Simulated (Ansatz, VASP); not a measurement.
**Two plane-wave programs on MgO**

```xyz
2
Lattice="0.0000 2.1351 2.1351 2.1351 0.0000 2.1351 2.1351 2.1351 0.0000" Properties=species:S:1:pos:R:3 pbc="T T T"
Mg    0.0000    0.0000   -0.0375
O     2.1351    2.1351    2.1351
```

Change from the starting cell: all Mg atoms moved +0.037 Å, as atom 1 towards its neighbour atom 2 (O) at 2.135 Å.

Alike in both runs: task single point; functional PBE; k mesh 10 × 10 × 10; occupations gaussian, width 0.05 eV; no spin polarisation.

|  | VASP | Ansatz |
| --- | --- | --- |
| version | VASP 6.6.1 | Ansatz 0.2.0 |
| potentials or method | VASP PAW PBE potentials, release 64 (Mg, O), cutoff 520 eV | scalar-relativistic, plane waves, PAW |
| valence electrons in the cell | 8 | 16 |

Ansatz gave:

* gap on the k mesh at the Fermi level (eV): 4.35
* least direct gap on the mesh (eV): 4.35
* pressure (GPa): -1.6
* traceless stress, the component that is largest in VASP (GPa): 0.29
* rms of the force components (eV/Å): 0.097

Task: Which values does VASP return?

Result: gap on the k mesh at the Fermi level (eV): 4.34; least direct gap on the mesh (eV): 4.34; pressure (GPa): -2.3; traceless stress, the component that is largest in VASP (GPa): 0.29; rms of the force components (eV/Å): 0.099.

Atom by atom the forces differ by 0.001 eV/Å (rms over components). The functional is the same, so the differences come from potentials, cutoffs and numerics. VASP's potentials hold 8 valence electrons a cell and Ansatz's 16, so a difference there can come from the potentials and not from the codes.
